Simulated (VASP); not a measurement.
Wanted: the native input for a VASP 6.6.1 run.

- Task: single point
- Functional: PBEsol
- Potentials or basis: VASP PAW PBE potentials, release 64 (Hf_pv, O)
- Cutoff: 520 eV
- k mesh: 6 × 6 × 8
- Occupations: gaussian, width 0.05 eV
- Spin: no spin polarisation
- Dipole correction: no
- Further INCAR settings: ALGO = Normal; EDIFF = 1e-06; NBANDS = 31

The structure of HfO2 lies in POSCAR:

```
HfO2
1.0
    4.9114575923      0.0000000000      0.0000000000
    0.0000000000      4.9114575923      0.0000000000
    0.0000000000      0.0000000000      3.2637929515
Hf O
2 4
Direct
    0.0000000000      0.0000000000      0.0000000000
    0.5000000000      0.5000000000      0.5000000000
    0.1949828631      0.8050171369      0.5000000000
    0.3050171369      0.3050171369      0.0000000000
    0.6949828631      0.6949828631      0.0000000000
    0.8050171369      0.1949828631      0.5000000000
```

These files were run (other wordings do the same):

INCAR

```
ALGO = Normal
EDIFF = 1E-6
ENCUT = 520
GGA = PS
ISIF = 2
ISMEAR = 0
LASPH = True
LCHARG = False
LREAL = False
LWAVE = False
NBANDS = 31
NELM = 80
PREC = Accurate
SIGMA = 0.05
```

KPOINTS

```
k-points
0
Gamma
  6 6 8
```

Potentials or basis: VASP PAW PBE potentials, release 64 (Hf_pv, O).

Run with:

```console
$ cat potpaw_PBE.64/Hf_pv/POTCAR potpaw_PBE.64/O/POTCAR > POTCAR
$ mpirun -np 1 vasp_std > vasp.out
```

Results of the run:

```yaml
Pressure: -12.8 GPa
Largest_force: 0.203 eV/Å
Band_gap_on_the_k_mesh: 3.65 eV
```

Caveat: the cell stands under tension; the PAW data sets were made with another functional, which shifts forces and pressure a little; spin-orbit coupling is left out, which moves the levels of the heavy elements.

Wall time 48 s on 1 thread of Intel(R) Xeon(R) 6975P-C (Granite Rapids), on a shared host, peak memory 0.24 GiB.
